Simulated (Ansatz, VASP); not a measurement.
ScW in VASP and in Ansatz

```
Sc W
1.0
     2.93862    0.00000    0.00000
    -1.46931    2.54492    0.00000
     0.00000    0.00000    4.94859
Sc W
1 1
Direct
  0.33333 0.66667 0.00000
  0.66667 0.33333 0.50000
```

Change from the starting cell: species swapped into the TcIr type (P-6m2, No. 187).

Alike in both runs: functional PBE; k mesh 8 × 8 × 4; occupations gaussian, width 0.2 eV; no spin polarisation.

Ansatz relaxed the structure, and its values are those at the end. VASP's run is a single point on that final structure, the one shown.

```csv
,VASP,Ansatz
version,VASP 6.6.1,Ansatz 0.2.0
potentials or method,"VASP PAW PBE potentials, release 64 (Sc_sv, W_sv), cutoff 500 eV","scalar-relativistic, plane waves, PAW"
valence electrons in the cell,25,25
```

Ansatz gave:

| Property | Result |
| --- | --- |
| gap on the k mesh at the Fermi level (eV) | none |
| pressure (GPa) | -0.1 |

What did VASP give for the same quantities?

gap on the k mesh at the Fermi level (eV): none; pressure (GPa): 0.1.

A gap of «none» marks a metal or a gap that the smearing closes. The functional is the same, so the differences come from potentials, cutoffs and numerics.

Neither program's run includes spin-orbit coupling.
